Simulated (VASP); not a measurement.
# BaTiO3 (Amm2) in VASP: notebook

Runs on BaTiO3. Level: PBE. Tasks: relaxation of shape and atoms at fixed volume, relaxation of cell and atoms.

All numbers are computed with VASP 6.6.1; they aren't measurements. Logs are shortened: lines on timing, memory, paths and dates and some standing lists are left out, and cuts for length are marked.

### Step 1. The cell of the first run

It takes space group Amm2 (No. 38, orthorhombic). The conventional cell has a = 3.923 Å, b = 5.650 Å, c = 5.680 Å, α = 90.00°, β = 90.00°, γ = 90.00°. Ba (site symmetry mm2) has 12 O at 2.73 to 2.95 Å and 8 Ti at 3.38 to 3.52 Å within 3.6 Å. Ti (site symmetry mm2) has 6 O at 1.84 to 2.17 Å within 2.4 Å. O (site symmetry mm2) has 2 Ti at 1.97 Å within 2.6 Å. Within 2.4 Å of O (site symmetry m) lie 2 Ti at 1.84 to 2.17 Å.

### Step 2. Relaxation of shape and atoms at fixed volume, PBE (12.59 Å³/atom)

Input file INCAR:

```
SYSTEM = BaTiO3
PREC = Accurate ; ENCUT = 600
EDIFF = 1E-6 ; ISMEAR = 0
SIGMA = 0.02 ; LREAL = .False.
LASPH = .True. ; NELM = 100
ALGO = Normal ; ISIF = 4
LWAVE = .False. ; LCHARG = .False.
GGA = PE ; IBRION = 2
NSW = 50 ; EDIFFG = -0.01
```

Input file KPOINTS:

```
regular mesh
0
Gamma
  8 8 8
  0 0 0
```

Input file POSCAR:

```
BaTiO3
1.0
    3.9228056701      0.0000000000      0.0000000000
    0.0000000000      2.8247795774      2.8402241098
    0.0000000000     -2.8247795774      2.8402241098
Ba Ti O
1 1 3
Direct
    0.0000000000      0.0083011723      0.0083011723
    0.5000000000      0.5229401498      0.5229401498
    0.0000000000      0.4897315641      0.4897315641
    0.5000000000      0.4934957138      0.9817513999
    0.5000000000      0.9817513999      0.4934957138
```

Potentials or basis: VASP PAW PBE potentials, release 64 (Ba_sv, Ti_sv, O).

The run is started by

```sh
$ cat potpaw_PBE.64/Ba_sv/POTCAR potpaw_PBE.64/Ti_sv/POTCAR potpaw_PBE.64/O/POTCAR > POTCAR
$ mpirun -np 1 vasp_std > vasp.out
```

OUTCAR:

```text
SYSTEM = BaTiO3
   PREC = Accurate
   ENCUT = 600
   EDIFF = 1E-6
   ISMEAR = 0
   LREAL = .False.
   LASPH = .True.
   NELM = 100
   ISIF = 4
   GGA = PE
   IBRION = 2
   NSW = 50
   EDIFFG = -0.01

 ion  position               nearest neighbor table
   1  0.000  0.008  0.008-   3 2.73   4 2.76   5 2.76   4 2.76   5 2.76   3 2.83   3 2.83   5 2.85
                             4 2.85   5 2.85   4 2.85   3 2.95   2 3.38   2 3.38   2 3.44   2 3.44
   2  0.500  0.523  0.523-   4 1.84   5 1.84   3 1.97   3 1.97   5 2.17   4 2.17   1 3.38   1 3.38
                             1 3.44   1 3.44   1 3.44   1 3.44   1 3.52   1 3.52
   3  0.000  0.490  0.490-   2 1.97   2 1.97   1 2.73   1 2.83   1 2.83   1 2.95
   4  0.500  0.493  0.982-   2 1.84   2 2.17   1 2.76   1 2.76   1 2.85   1 2.85
   5  0.500  0.982  0.493-   2 1.84   2 2.17   1 2.76   1 2.76   1 2.85   1 2.85

  LATTYP: Found a base centered orthorhombic cell.
 ALAT       =     5.6495591548
 B/A-ratio  =     1.0054675177
 C/A-ratio  =     0.6943560661

  Lattice vectors:

 A1 = (   0.0000000000,   2.8247795774,  -2.8402241098)
 A2 = (   0.0000000000,   2.8247795774,   2.8402241098)
 A3 = (   3.9228056701,   0.0000000000,   0.0000000000)

Analysis of symmetry for initial positions (statically):
=====================================================================
 Subroutine PRICEL returns:
 Original cell was already a primitive cell.

 Routine SETGRP: Setting up the symmetry group for a
 base centered orthorhombic supercell.

 Subroutine GETGRP returns: Found  4 space group operations
 (whereof  4 operations were pure point group operations)
 out of a pool of  8 trial point group operations.

The static configuration has the point symmetry C_2v.

Analysis of symmetry for dynamics (positions and initial velocities):
=====================================================================
 Subroutine PRICEL returns:
 Original cell was already a primitive cell.

 Routine SETGRP: Setting up the symmetry group for a
 base centered orthorhombic supercell.

 Subroutine GETGRP returns: Found  4 space group operations
 (whereof  4 operations were pure point group operations)
 out of a pool of  8 trial point group operations.

The dynamic configuration has the point symmetry C_2v.

 Subroutine INISYM returns: Found  4 space group operations
 (whereof  4 operations are pure point group operations),
 and found     1 'primitive' translations

----------------------------------------------------------------------------------------

                                     Primitive cell

  volume of cell :      62.9454

  direct lattice vectors                    reciprocal lattice vectors
     3.922805670  0.000000000  0.000000000     0.254919587  0.000000000  0.000000000
     0.000000000  2.824779577  2.840224110     0.000000000  0.177004961  0.176042446
     0.000000000 -2.824779577  2.840224110     0.000000000 -0.177004961  0.176042446

  length of vectors
     3.922805670  4.005777410  4.005777410     0.254919587  0.249643144  0.249643144

  position of ions in fractional coordinates (direct lattice)
     0.000000000  0.008301172  0.008301172
     0.500000000  0.522940150  0.522940150
     0.000000000  0.489731564  0.489731564
     0.500000000  0.493495714  0.981751400
     0.500000000  0.981751400  0.493495714

  ion indices of the primitive-cell ions
   primitive index   ion index
                 1           1
                 2           2
                 3           3
                 4           4
                 5           5

----------------------------------------------------------------------------------------

 KPOINTS: regular mesh

Automatic generation of k-mesh.
 Grid dimensions read from file:
 generate k-points for:    8    8    8

 Generating k-lattice:

  Cartesian coordinates                     Fractional coordinates (reciprocal lattice)
     0.031864948  0.000000000  0.000000000     0.125000000  0.000000000  0.000000000
     0.000000000  0.022125620  0.022005306     0.000000000  0.125000000 -0.000000000
     0.000000000 -0.022125620  0.022005306     0.000000000 -0.000000000  0.125000000

  Length of vectors
     0.031864948  0.031205393  0.031205393

  Shift w.r.t. Gamma in fractional coordinates (k-lattice)
     0.000000000  0.000000000  0.000000000

 Subroutine IBZKPT returns following result:
 ===========================================

 Found    105 irreducible k-points:

 Following reciprocal coordinates:
            Coordinates               Weight
  0.000000  0.000000  0.000000      1.000000
  0.125000  0.000000  0.000000      2.000000
  0.250000  0.000000  0.000000      2.000000
  0.375000  0.000000  0.000000      2.000000
  0.500000  0.000000  0.000000      1.000000
  0.000000  0.125000  0.000000      4.000000
[... 16 lines left out ...]
  0.250000  0.500000  0.000000      4.000000
  0.375000  0.500000  0.000000      4.000000
 [... further k-points ...]
   k-points           NKPTS =    105   k-points in BZ     NKDIM =    105   number of bands    NBANDS=     24
   number of dos      NEDOS =    301   number of ions     NIONS =      5
   total plane-waves  NPLWV =  32768
   dimension x,y,z NGX =    32 NGY =   32 NGZ =   32
   dimension x,y,z NGXF=    64 NGYF=   64 NGZF=   64
   ions per type =               1   1   3
   NGX,Y,Z   is equivalent  to a cutoff of  13.56, 13.28, 13.28 a.u.
   NGXF,Y,Z  is equivalent  to a cutoff of  27.12, 26.56, 26.56 a.u.
 SYSTEM =  BaTiO3
   PREC   = accura    normal or accurate (medium, high low for compatibility)
   ISTART =      0    job   : 0-new  1-cont  2-samecut
   ICHARG =      2    charge: 1-file 2-atom 10-const
   ISPIN  =      1    spin polarized calculation?
   LNONCOLLINEAR =      F non collinear calculations
   LSORBIT =      F    spin-orbit coupling
   LASPH  =      T    aspherical Exc in radial PAW
   ENCUT  =  600.0 eV  44.10 Ry    6.64 a.u.   7.83  8.00  8.00*2*pi/ulx,y,z
   NELM   =    100;   NELMIN=  2; NELMDL= -5     # of ELM steps
   EDIFF  = 0.1E-05   stopping-criterion for ELM
   LREAL  =      F    real-space projection
   EDIFFG = -.1E-01   stopping-criterion for IOM
   NSW    =     50    number of steps for IOM
   IBRION =      2    ionic relax: 0-MD 1-quasi-New 2-CG
   NFREE  =      1    steps in history (QN), initial steepest desc. (CG)
   ISIF   =      4    stress and relaxation
   ISYM   =      2    0-nonsym 1-usesym 2-fastsym
   POTIM  = 0.5000    time-step for ionic-motion
   TEBEG  =    0.0;   TEEND  =   0.0 temperature during run
   PSTRESS=    0.0 pullay stress
   NELECT =      40.0000    total number of electrons
   NUPDOWN=      -1.0000    fix difference up-down
   EMIN   =  10.00;   EMAX   =-10.00  energy-range for DOS
   EFERMI =   0.00;   METHOD = LEGACY
   ISMEAR =     0;   SIGMA  =   0.02  broadening in eV -4-tet -1-fermi 0-gaus
   EFERMI_NEDOS =   21; number of points for ismear=-14 and -15
   IALGO  =     38    algorithm
   IMIX   =      4    mixing-type and parameters
     AMIX     =   0.40;   BMIX     =  1.00
     AMIX_MAG =   1.60;   BMIX_MAG =  1.00
  volume/ion in A,a.u.               =      12.59        84.96
  Fermi-wavevector in a.u.,A,eV,Ry     =   1.407473  2.659739 26.952885  1.980981
  Thomas-Fermi vector in A             =   2.529729
   LORBIT       =      0    0 simple, 1 ext, 2 COOP (PROOUT), +10 PAW based schemes
   GGA     = PE    functional components
   LHFCALC =     F    Hartree Fock is set to
   AEXX    =    0.0000 exact exchange contribution
   IVDW    =     0    specifies the selected vdW correction
   LEPSILON=     F    determine dielectric tensor
   LRPA    =     F    only Hartree local field effects (RPA)
 conjugate gradient relaxation of ions
 non-spin polarized calculation
 Gauss-broadening in eV      SIGMA  =   0.02
  energy-cutoff  :      600.00
  volume of cell :       62.95
 maximum number of plane-waves:      2128
 NGX is ok and might be reduce to    32
   NGX = 15   NGY = 17   NGZ = 17

--------------------------------------- Ionic step        1  -------------------------------------------

 number of electron      39.9999998 magnetization

 Free energy of the ion-electron system (eV)
  ---------------------------------------------------
  ext. energy  EPLUGINS =         0.00000000
  ---------------------------------------------------
  free energy    TOTEN  =       -39.92537022 eV

  energy without entropy =      -39.92537022  energy(sigma->0) =      -39.92537022

------------------------ aborting loop because EDIFF is reached ----------------------------------------

  FORCE on cell =-STRESS in cart. coord.  units (eV):
  Direction    XX          YY          ZZ          XY          YZ          ZX
  --------------------------------------------------------------------------------------
  -------------------------------------------------------------------------------------
  Total        4.2136709      4.2314262      4.0627849      0.0000000      0.0000000      0.0000000
  in kB      107.2524527    107.7043848    103.4118821      0.0000000      0.0000000      0.0000000
  external PRESSURE =     106.1229065 kB  Pullay stress =       0.0000000 kB

 VOLUME and BASIS-vectors are now :
 -----------------------------------------------------------------------------
  energy-cutoff  :      600.00
  volume of cell :       62.95
      direct lattice vectors                 reciprocal lattice vectors
     3.922805670  0.000000000  0.000000000     0.254919587  0.000000000  0.000000000
     0.000000000  2.824779577  2.840224110     0.000000000  0.177004961  0.176042446
     0.000000000 -2.824779577  2.840224110     0.000000000 -0.177004961  0.176042446
[... 274 lines left out ...]
 POSITION                                       TOTAL-FORCE (eV/Angst)
 -----------------------------------------------------------------------------------
      0.00000      0.00000      0.02322         0.000000     -0.000000     -0.000215
      1.97784      0.00000      2.91028         0.000000     -0.000000      0.001215
      0.00000      0.00000      2.78403         0.000000     -0.000000      0.006227
      1.97784     -1.39023      4.18821         0.000000     -0.017371     -0.003614
      1.97784      1.39023      4.18821         0.000000      0.017371     -0.003614
 -----------------------------------------------------------------------------------
    total drift:                                0.000000      0.000001     -0.000348

  FREE ENERGIE OF THE ION-ELECTRON SYSTEM (eV)
  ---------------------------------------------------
  free  energy   TOTEN  =       -39.9419709292 eV

  energy  without entropy=      -39.9419709292  energy(sigma->0) =      -39.94197093

--------------------------------------- Ionic step        9  -------------------------------------------

 number of electron      39.9999990 magnetization

 Free energy of the ion-electron system (eV)
  ---------------------------------------------------
  ext. energy  EPLUGINS =         0.00000000
  ---------------------------------------------------
  free energy    TOTEN  =       -39.94200484 eV

  energy without entropy =      -39.94200484  energy(sigma->0) =      -39.94200484

 E-fermi :   4.0533     XC(G=0): -11.3496

 val. band max:        3.9744741705   @ k =   0.5000   0.5000   0.5000
 cond. band min:       5.9834964003   @ k =   0.0000   0.0000   0.0000
 fundamental gap:      2.0090222297
 Fermi energy:         4.0533035816

 k-point     1 :       0.0000    0.0000    0.0000
  band No.  band energies     occupation
      1     -52.4456      2.00000
      2     -28.6974      2.00000
      3     -28.6964      2.00000
      4     -28.6702      2.00000
      5     -20.8141      2.00000
      6     -12.9564      2.00000
[... 16 lines left out ...]
     23       6.1592      0.00000
     24       8.2495      0.00000
[... 598 lines left out ...]
      2     -28.7497      2.00000
      3     -28.7193      2.00000
      4     -28.6927      2.00000
      5     -20.6095      2.00000
      6     -12.7270      2.00000
[... 16 lines left out ...]
     23       7.9853      0.00000
     24       8.9505      0.00000

 [... further k-points ...]

------------------------ aborting loop because EDIFF is reached ----------------------------------------

  FORCE on cell =-STRESS in cart. coord.  units (eV):
  Direction    XX          YY          ZZ          XY          YZ          ZX
  --------------------------------------------------------------------------------------
  -------------------------------------------------------------------------------------
  Total        3.3789356      3.3540001      3.3599733      0.0000000      0.0000000      0.0000000
  in kB       86.0055609     85.3708661     85.5229051      0.0000000      0.0000000      0.0000000
  external PRESSURE =      85.6331107 kB  Pullay stress =       0.0000000 kB

 VOLUME and BASIS-vectors are now :
 -----------------------------------------------------------------------------
  energy-cutoff  :      600.00
  volume of cell :       62.95
      direct lattice vectors                 reciprocal lattice vectors
     3.955807794  0.000000000  0.000000000     0.252792869  0.000000000  0.000000000
     0.000000000  2.817979460  2.823325585     0.000000000  0.177432095  0.177096118
     0.000000000 -2.817979460  2.823325585     0.000000000 -0.177432095  0.177096118

 POSITION                                       TOTAL-FORCE (eV/Angst)
 -----------------------------------------------------------------------------------
      0.00000      0.00000      0.02302         0.000000     -0.000000      0.001499
      1.97790      0.00000      2.91047         0.000000     -0.000000      0.001327
      0.00000      0.00000      2.78498         0.000000     -0.000000      0.006512
      1.97790     -1.39123      4.18841         0.000000     -0.004650     -0.004669
      1.97790      1.39123      4.18841         0.000000      0.004650     -0.004669
 -----------------------------------------------------------------------------------
    total drift:                                0.000000      0.000001     -0.000883

  FREE ENERGIE OF THE ION-ELECTRON SYSTEM (eV)
  ---------------------------------------------------
  free  energy   TOTEN  =       -39.9420048406 eV

  energy  without entropy=      -39.9420048406  energy(sigma->0) =      -39.94200484

 reached required accuracy - stopping structural energy minimisation
```

It took 5.9 min on 1 thread of AMD EPYC 9R45 (Zen 5), shared host; peak memory 0.31 GiB.

What came out:

```
Free energy                  : -39.9420 eV
Energy gained by relaxing    : 3.3 meV/atom
Ionic steps                  : 9
Pressure after relaxing      : 8.6 GPa
Largest force after relaxing : 0.007 eV/Å
Band gap on the k mesh       : 2.01 eV (least direct gap 2.28 eV)
```

Forces in eV/Å, atoms in the order of the input:
```
Ba   0.000  0.000  0.001
Ti   0.000  0.000  0.001
O    0.000  0.000  0.007
O    0.000 -0.005 -0.005
O    0.000  0.005 -0.005
```

The path:
| step | energy change (eV) | largest force (eV/Å) | pressure (GPa) | volume (Å³) |
| --- | --- | --- | --- | --- |
| 1 | 0.0000 | 0.3914 | 10.61 | 62.95 |
| 2 | -0.0109 | 0.1004 | 9.43 | 62.95 |
| 3 | -0.0114 | 0.1075 | 9.15 | 62.95 |
| 4 | -0.0149 | 0.0903 | 8.91 | 62.95 |
| 5 | -0.0158 | 0.0808 | 8.75 | 62.95 |
| 6 | -0.0164 | 0.0375 | 8.66 | 62.95 |
| 7 | -0.0166 | 0.0174 | 8.60 | 62.95 |
| 8 | -0.0166 | 0.0177 | 8.59 | 62.95 |
| 9 | -0.0166 | 0.0066 | 8.56 | 62.95 |

Final structure:
```xyz
5
Lattice="3.9558 0.0000 0.0000 0.0000 2.8180 2.8233 0.0000 -2.8180 2.8233" Properties=species:S:1:pos:R:3 pbc="T T T"
Ba    0.0000    0.0000    0.0230
Ti    1.9779    0.0000    2.9105
O     0.0000    0.0000    2.7850
O     1.9779   -1.3912    4.1884
O     1.9779    1.3912    4.1884
```

Caveat: spin-orbit coupling is left out, which moves the levels of the heavy elements. A k mesh can miss the band edges.

(Continued in part 2 of 2.)
